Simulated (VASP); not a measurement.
# SiC4 (P6/mmm) in VASP: relaxation of cell and atoms with PBE

Aim: the relaxation of cell and atoms of SiC4 with PBE.

Program: VASP 6.6.1. These are calculated values, not measurements. Logs are shortened: lines on timing, memory, paths and dates and some standing lists are left out, and cuts for length are marked.

### 1 The cell of the first run

Symmetry: P6/mmm, No. 191, hexagonal system. Conventional cell: a = 4.286 Å, b = 4.286 Å, c = 4.864 Å, α = 90.00°, β = 90.00°, γ = 120.00°. Within 3.5 Å of Si (site symmetry 6/mmm) lie 12 C at 2.66 Å. C (site symmetry 3m) has 4 C at 1.95 to 2.47 Å and 3 Si at 2.66 Å within 2.7 Å.

The cell was built from a structure type or drawn by symmetry, and may not be a known phase.

### 2 Relaxation of cell and atoms, PBE

Contents of INCAR:

```
ALGO = Normal
EDIFF = 1E-7
EDIFFG = -0.04
ENCUT = 910
GGA = PE
GGA_COMPAT = F
IBRION = 2
ISIF = 3
ISMEAR = 0
LASPH = T
LCHARG = F
LREAL = F
LWAVE = F
NELM = 120
NELMIN = 4
NSW = 90
PREC = Accurate
SIGMA = 0.1
```

Contents of KPOINTS:

```
k-points
0
Gamma
  6 6 4
```

Contents of POSCAR:

```
SiC4
1.0
    4.2855224300      0.0000000000      0.0000000000
   -2.1427612100      3.7113712900      0.0000000000
    0.0000000000      0.0000000000      4.8636660100
Si C
1 4
Direct
    0.0000000000      0.0000000000      0.0000000000
    0.3333333300      0.6666666700      0.7997713400
    0.3333333300      0.6666666700      0.2002286600
    0.6666666700      0.3333333300      0.2002286600
    0.6666666700      0.3333333300      0.7997713400
```

Potentials or basis: VASP PAW PBE potentials, release 64 (Si, C_h).

Launch:

```sh
cat potpaw_PBE.64/Si/POTCAR potpaw_PBE.64/C_h/POTCAR > POTCAR
mpirun -np 1 vasp_std > vasp.out
```

OUTCAR:

```text
EDIFF = 1E-7
   EDIFFG = -0.04
   ENCUT = 910
   GGA = PE
   IBRION = 2
   ISIF = 3
   ISMEAR = 0
   LASPH = T
   LREAL = F
   NELM = 120
   NELMIN = 4
   NSW = 90
   PREC = Accurate

 ion  position               nearest neighbor table
   1  0.000  0.000  0.000-
   2  0.333  0.667  0.800-
   3  0.333  0.667  0.200-
   4  0.667  0.333  0.200-
   5  0.667  0.333  0.800-

  LATTYP: Found a hexagonal cell.
 ALAT       =     4.2855224300
 C/A-ratio  =     1.1349062079

  Lattice vectors:

 A1 = (   4.2855224300,   0.0000000000,   0.0000000000)
 A2 = (  -2.1427612100,   3.7113712900,   0.0000000000)
 A3 = (   0.0000000000,   0.0000000000,   4.8636660100)

Analysis of symmetry for initial positions (statically):
=====================================================================
 Subroutine PRICEL returns:
 Original cell was already a primitive cell.

 Routine SETGRP: Setting up the symmetry group for a
 hexagonal supercell.

 Subroutine GETGRP returns: Found 24 space group operations
 (whereof 24 operations were pure point group operations)
 out of a pool of 24 trial point group operations.

The static configuration has the point symmetry D_6h.

Analysis of symmetry for dynamics (positions and initial velocities):
=====================================================================
 Subroutine PRICEL returns:
 Original cell was already a primitive cell.

 Routine SETGRP: Setting up the symmetry group for a
 hexagonal supercell.

 Subroutine GETGRP returns: Found 24 space group operations
 (whereof 24 operations were pure point group operations)
 out of a pool of 24 trial point group operations.

The dynamic configuration has the point symmetry D_6h.

 Subroutine INISYM returns: Found 24 space group operations
 (whereof 24 operations are pure point group operations),
 and found     1 'primitive' translations

----------------------------------------------------------------------------------------

                                     Primitive cell

  volume of cell :      77.3574

  direct lattice vectors                    reciprocal lattice vectors
     4.285522430  0.000000000  0.000000000     0.233343779  0.134721094  0.000000000
    -2.142761210  3.711371290  0.000000000     0.000000000  0.269442188  0.000000000
     0.000000000  0.000000000  4.863666010     0.000000000  0.000000000  0.205606223

  length of vectors
     4.285522430  4.285522425  4.863666010     0.269442187  0.269442188  0.205606223

  position of ions in fractional coordinates (direct lattice)
     0.000000000  0.000000000  0.000000000
     0.333333330  0.666666670  0.799771340
     0.333333330  0.666666670  0.200228660
     0.666666670  0.333333330  0.200228660
     0.666666670  0.333333330  0.799771340

  ion indices of the primitive-cell ions
   primitive index   ion index
                 1           1
                 2           2
                 3           3
                 4           4
                 5           5

----------------------------------------------------------------------------------------

 KPOINTS: k-points

Automatic generation of k-mesh.
 Grid dimensions read from file:
 generate k-points for:    6    6    4

 Generating k-lattice:

  Cartesian coordinates                     Fractional coordinates (reciprocal lattice)
     0.038890630  0.022453516  0.000000000     0.166666667  0.000000000  0.000000000
     0.000000000  0.044907031  0.000000000     0.000000000  0.166666667  0.000000000
     0.000000000  0.000000000  0.051401556     0.000000000  0.000000000  0.250000000

  Length of vectors
     0.044907031  0.044907031  0.051401556

  Shift w.r.t. Gamma in fractional coordinates (k-lattice)
     0.000000000  0.000000000  0.000000000

 Subroutine IBZKPT returns following result:
 ===========================================

 Found     21 irreducible k-points:

 Following reciprocal coordinates:
            Coordinates               Weight
  0.000000  0.000000  0.000000      1.000000
  0.166667  0.000000  0.000000      6.000000
  0.333333  0.000000  0.000000      6.000000
  0.500000 -0.000000  0.000000      3.000000
  0.166667  0.166667  0.000000      6.000000
  0.333333  0.166667  0.000000     12.000000
[... 13 lines left out ...]
  0.333333  0.166667  0.500000     12.000000
  0.333333  0.333333  0.500000      2.000000
   k-points           NKPTS =     21   k-points in BZ     NKDIM =     21   number of bands    NBANDS=     14
   number of dos      NEDOS =    301   number of ions     NIONS =      5
   total plane-waves  NPLWV =  84672
   dimension x,y,z NGX =    42 NGY =   42 NGZ =   48
   dimension x,y,z NGXF=    84 NGYF=   84 NGZF=   96
   ions per type =               1   4
   NGX,Y,Z   is equivalent  to a cutoff of  16.29, 16.29, 16.41 a.u.
   NGXF,Y,Z  is equivalent  to a cutoff of  32.59, 32.59, 32.81 a.u.
 SYSTEM =  unknown system
   PREC   = accura    normal or accurate (medium, high low for compatibility)
   ISTART =      0    job   : 0-new  1-cont  2-samecut
   ICHARG =      2    charge: 1-file 2-atom 10-const
   ISPIN  =      1    spin polarized calculation?
   LNONCOLLINEAR =      F non collinear calculations
   LSORBIT =      F    spin-orbit coupling
   LASPH  =      T    aspherical Exc in radial PAW
   ENCUT  =  910.0 eV  66.88 Ry    8.18 a.u.  10.54 10.54 11.96*2*pi/ulx,y,z
   NELM   =    120;   NELMIN=  4; NELMDL= -5     # of ELM steps
   EDIFF  = 0.1E-06   stopping-criterion for ELM
   LREAL  =      F    real-space projection
   EDIFFG = -.4E-01   stopping-criterion for IOM
   NSW    =     90    number of steps for IOM
   IBRION =      2    ionic relax: 0-MD 1-quasi-New 2-CG
   NFREE  =      1    steps in history (QN), initial steepest desc. (CG)
   ISIF   =      3    stress and relaxation
   ISYM   =      2    0-nonsym 1-usesym 2-fastsym
   POTIM  = 0.5000    time-step for ionic-motion
   TEBEG  =    0.0;   TEEND  =   0.0 temperature during run
   PSTRESS=    0.0 pullay stress
   NELECT =      20.0000    total number of electrons
   NUPDOWN=      -1.0000    fix difference up-down
   EMIN   =  10.00;   EMAX   =-10.00  energy-range for DOS
   EFERMI =   0.00;   METHOD = LEGACY
   ISMEAR =     0;   SIGMA  =   0.10  broadening in eV -4-tet -1-fermi 0-gaus
   EFERMI_NEDOS =   21; number of points for ismear=-14 and -15
   IALGO  =     38    algorithm
   IMIX   =      4    mixing-type and parameters
     AMIX     =   0.40;   BMIX     =  1.00
     AMIX_MAG =   1.60;   BMIX_MAG =  1.00
  volume/ion in A,a.u.               =      15.47       104.41
  Fermi-wavevector in a.u.,A,eV,Ry     =   1.042920  1.970832 14.798804  1.087681
  Thomas-Fermi vector in A             =   2.177606
   LORBIT       =      0    0 simple, 1 ext, 2 COOP (PROOUT), +10 PAW based schemes
   GGA     = PE    functional components
   LHFCALC =     F    Hartree Fock is set to
   AEXX    =    0.0000 exact exchange contribution
   IVDW    =     0    specifies the selected vdW correction
   LEPSILON=     F    determine dielectric tensor
   LRPA    =     F    only Hartree local field effects (RPA)
 conjugate gradient relaxation of ions
 non-spin polarized calculation
 Gauss-broadening in eV      SIGMA  =   0.10
  energy-cutoff  :      910.00
  volume of cell :       77.36
 maximum number of plane-waves:      4862
   NGX = 21   NGY = 21   NGZ = 23

--------------------------------------- Ionic step        1  -------------------------------------------

 number of electron      20.0000000 magnetization

 Free energy of the ion-electron system (eV)
  ---------------------------------------------------
  ext. energy  EPLUGINS =         0.00000000
  ---------------------------------------------------
  free energy    TOTEN  =       -23.44220837 eV

  energy without entropy =      -23.42843185  energy(sigma->0) =      -23.43532011

 E-fermi :   2.0698     XC(G=0):  -9.2921

 val. band max:        2.0525252494   @ k =   0.3333   0.0000   0.2500
 cond. band min:       2.1115752688   @ k =   0.3333   0.3333   0.5000
 fundamental gap:      0.0590500195
 Fermi energy:         2.0698196113

 k-point     1 :       0.0000    0.0000    0.0000
  band No.  band energies     occupation
      1     -11.1964      2.00000
      2      -6.2321      2.00000
      3      -6.0701      2.00000
      4      -1.6647      2.00000
      5      -1.6153      2.00000
      6      -0.8506      2.00000
      7      -0.8427      2.00000
      8      -0.8427      2.00000
      9       0.5399      2.00000
     10       0.5399      2.00000
     11       1.8069      1.99980
     12       2.3889      0.00001
     13       2.3889      0.00001
     14       5.0026      0.00000
[... 448 lines left out ...]
  FREE ENERGIE OF THE ION-ELECTRON SYSTEM (eV)
  ---------------------------------------------------
  free  energy   TOTEN  =       -28.6687613316 eV

  energy  without entropy=      -28.6552643825  energy(sigma->0) =      -28.66201286

[... ionic steps 4 to 30 ...]

--------------------------------------- Ionic step       31  -------------------------------------------

 number of electron      20.0000000 magnetization

------------------------ aborting loop because EDIFF is reached ----------------------------------------

  FORCE on cell =-STRESS in cart. coord.  units (eV):
  Direction    XX          YY          ZZ          XY          YZ          ZX
  --------------------------------------------------------------------------------------
  -------------------------------------------------------------------------------------
  Total        0.5812102      0.5812102      0.8245057      0.0000000      0.0000000     -0.0000000
  in kB       18.1433054     18.1433054     25.7381228      0.0000000      0.0000000     -0.0000000
  external PRESSURE =      20.6749112 kB  Pullay stress =       0.0000000 kB
[... 63 lines left out ...]
  energy  without entropy=      -29.2535022429  energy(sigma->0) =      -29.25542621

--------------------------------------- Ionic step       33  -------------------------------------------

 number of electron      20.0000000 magnetization

 Free energy of the ion-electron system (eV)
  ---------------------------------------------------
  ext. energy  EPLUGINS =         0.00000000
  ---------------------------------------------------
  free energy    TOTEN  =       -29.25738795 eV

  energy without entropy =      -29.25354483  energy(sigma->0) =      -29.25546639

 E-fermi :   6.0622     XC(G=0): -10.2184

 val. band max:        5.9519569159   @ k =   0.3333   0.0000   0.2500
 cond. band min:       6.0710855442   @ k =   0.3333   0.0000   0.0000
 fundamental gap:      0.1191286283
 Fermi energy:         6.0621554999

 k-point     1 :       0.0000    0.0000    0.0000
  band No.  band energies     occupation
      1     -14.2867      2.00000
      2      -5.6669      2.00000
      3      -3.9646      2.00000
      4      -1.1790      2.00000
      5      -1.1790      2.00000
      6      -0.1768      2.00000
      7       1.8696      2.00000
      8       1.8696      2.00000
      9       4.9385      2.00000
     10       4.9385      2.00000
     11       5.5637      2.00000
     12       6.2921      0.00115
     13       7.3268      0.00000
     14       8.9691      0.00000
[... 370 lines left out ...]
  FREE ENERGIE OF THE ION-ELECTRON SYSTEM (eV)
  ---------------------------------------------------
  free  energy   TOTEN  =       -29.2573879499 eV

  energy  without entropy=      -29.2535448304  energy(sigma->0) =      -29.25546639

 reached required accuracy - stopping structural energy minimisation
```

It took 16 min on 1 thread of Intel Xeon Platinum 8375C at 2.90GHz (Ice Lake), shared host; peak memory 0.31 GiB.

What came out:

```
Free energy                           : -29.2574 eV
Relaxed volume                        : 10.47 Å³/atom
Relaxed cell                          : a = 3.460 Å, b = 3.460 Å, c = 5.052 Å, α = 90.00°, β = 90.00°, γ = 120.00°
Space group after relaxing (to 0.1 Å) : P6/mmm (No. 191)
Energy gained by relaxing             : 1163.0 meV/atom
Ionic steps                           : 33
Pressure after relaxing               : -0.2 GPa
Largest force after relaxing          : 0.015 eV/Å
Band gap on the k mesh                : zero (bands 10 and 11 overlap by 0.76 eV)
```

Forces in eV/Å, atoms in the order of the input:
```
Si   0.000  0.000  0.000
C    0.000  0.000 -0.015
C    0.000  0.000  0.015
C    0.000  0.000  0.015
C    0.000  0.000 -0.015
```

Stress tensor (GPa, compression positive):
```
-0.59  0.00  0.00
 0.00 -0.59  0.00
 0.00  0.00  0.59
```

Step by step:
```csv
step,energy change (eV),largest force (eV/Å),pressure (GPa),volume (Å³)
1,0.0000,2.8907,-27.85,77.36
2,-5.1644,0.3092,-11.96,50.98
3,-5.2266,1.9341,-3.42,48.59
4,-5.2321,1.3367,-6.49,49.35
5,-5.7124,0.1650,1.10,44.12
6,-5.7177,0.0696,-0.04,44.54
7,-5.7177,0.0467,-0.29,44.63
8,-5.7180,0.0190,0.43,44.54
9,-5.7180,0.0073,0.30,44.56
10,-5.7185,0.0114,0.41,44.61
11,-5.7194,0.0658,0.70,44.75
12,-5.7189,0.1985,1.27,45.02
13,-5.7195,0.1165,0.95,44.87
14,-5.7196,0.1189,0.95,44.88
15,-5.7198,0.1265,0.97,44.92
16,-5.7203,0.1437,1.02,45.00
17,-5.7217,0.1815,1.10,45.17
18,-5.7260,0.2552,1.28,45.49
19,-5.7368,0.3814,1.70,46.14
20,-5.7499,0.5317,2.75,47.40
21,-5.7501,0.5331,2.77,47.44
22,-5.7508,0.5374,2.82,47.55
23,-5.7519,0.5437,2.93,47.78
24,-5.7528,0.5522,3.18,48.22
25,-5.7546,0.5408,3.16,48.27
26,-5.7597,0.5063,3.12,48.41
27,-5.7692,0.4337,3.03,48.70
28,-5.7852,0.2750,2.92,49.28
29,-5.8034,0.1051,2.90,50.44
30,-5.8049,0.2722,2.91,50.95
31,-5.8097,0.2070,2.07,51.32
32,-5.8151,0.0003,-0.37,52.46
33,-5.8152,0.0153,-0.20,52.37
```

Final structure:
```xyz
5
Lattice="3.4599 0.0000 0.0000 -1.7299 2.9963 0.0000 0.0000 0.0000 5.0520" Properties=species:S:1:pos:R:3 pbc="T T T"
Si    0.0000    0.0000    0.0000
C     0.0000    1.9976    4.2874
C     0.0000    1.9976    0.7646
C     1.7299    0.9988    0.7646
C     1.7299    0.9988    4.2874
```

Levels at points of the mesh, in eV from the Fermi level:
```csv
k point,band 6,band 7,band 8,band 9,band 10,band 11,band 12,band 13,band 14
"(0.00, 0.00, 0.00)",-6.24,-4.19,-4.19,-1.12,-1.12,-0.50,0.23,1.26,2.91
"(0.50, 0.00, 0.00)",-7.89,-4.27,-3.00,-1.89,-0.29,1.95,2.02,4.33,6.33
"(0.00, 0.00, 0.50)",-5.33,-4.18,-4.18,-1.20,-1.20,-0.75,0.38,1.65,2.80
"(0.50, 0.00, 0.50)",-8.13,-3.60,-3.11,-1.23,-0.54,2.03,2.12,4.54,5.20
```

Caveat: the cutoff is under 1.25 times the usual one of these potentials, so pressure, stress and relaxed cells hold a basis-set (Pulay) error; the volume moved by over 15 % at a fixed basis, so the end points are rough; semilocal functionals underestimate gaps, so a narrow gap can read as zero; this functional lacks dispersion, which binds the layers, so the pressure and a relaxed spacing across them are unreliable.
